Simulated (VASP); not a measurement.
A run of VASP 6.6.1:

INCAR

```
SYSTEM = Co
ALGO = Normal
EDIFF = 1E-6
ENCUT = 520
GGA = RE
ISIF = 2
ISMEAR = -1
ISPIN = 2
LASPH = .True.
LCHARG = .False.
LMAXMIX = 4
LORBIT = 11
LREAL = .False.
LWAVE = .False.
MAGMOM = 1.933
NBANDS = 14
NELM = 150
PREC = Accurate
SIGMA = 0.05
```

The input KPOINTS:

```
k-points
0
Gamma
  15 15 15
  0 0 0
```

File POSCAR:

```
Co
1.0
    2.4493102974      0.0000000000      0.0000000000
    0.0000000000      2.4493102974      0.0000000000
    0.0000000000      0.0000000000      2.4493102974
Co
1
Direct
    0.0000000000      0.0000000000      0.0000000000
```

Potentials or basis: VASP PAW PBE potentials, release 64 (Co).

Run with:

```console
$ cat potpaw_PBE.64/Co/POTCAR > POTCAR
$ mpirun -np 1 vasp_std > vasp.out
```

Hardware: 1 thread of Intel(R) Xeon(R) Platinum 8375C CPU @ 2.90GHz (Ice Lake), with other jobs on the host.

Q: Estimate the wall time of this run.

A: It took 65 s on 1 thread of Intel(R) Xeon(R) Platinum 8375C CPU @ 2.90GHz (Ice Lake) (shared host), peak memory 0.15 GiB. Counts: scf iterations 13, k points 120.
